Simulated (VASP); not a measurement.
Input of a VASP 6.6.1 run:

The input INCAR:

```
PREC = Accurate
ENCUT = 520
EDIFF = 1E-6
ISMEAR = -1
SIGMA = 0.1
LREAL = F
LASPH = T
NELM = 100
ALGO = Normal
ISIF = 2
LWAVE = F
LCHARG = T
GGA = B5
ALDAX = 1.0
AGGAX = 1.0
AGGAC = 1.0
ALDAC = 0.0
LELF = T
LVHAR = T
NBANDS = 28
```

KPOINTS

```
Automatic mesh
0
Gamma
  10 10 13
```

POSCAR

```
Ru
1.0
    4.2132325792      0.0000000000      0.0000000000
   -2.1066162896      3.6487664456      0.0000000000
    0.0000000000      0.0000000000      2.6578523574
Ru
3
Direct
    0.0000000000      0.0000000000      0.0000000000
    0.3333333333      0.6666666667      0.5000000000
    0.6666666667      0.3333333333      0.5000000000
```

Potentials or basis: VASP PAW PBE potentials, release 64 (Ru_pv).

The run is started by

```sh
$ cat potpaw_PBE.64/Ru_pv/POTCAR > POTCAR
$ mpirun -np 1 vasp_std > vasp.out
```

(1) Predict the band gap on the k mesh.

(2) Predict the pressure.

## Answers

(1) zero (band 21 reaches 14.54 eV, above the bottom of band 22 at 12.09 eV).

(2) 26.7 GPa.

Caveat: the PAW data sets were made with another functional, which shifts forces and pressure a little.
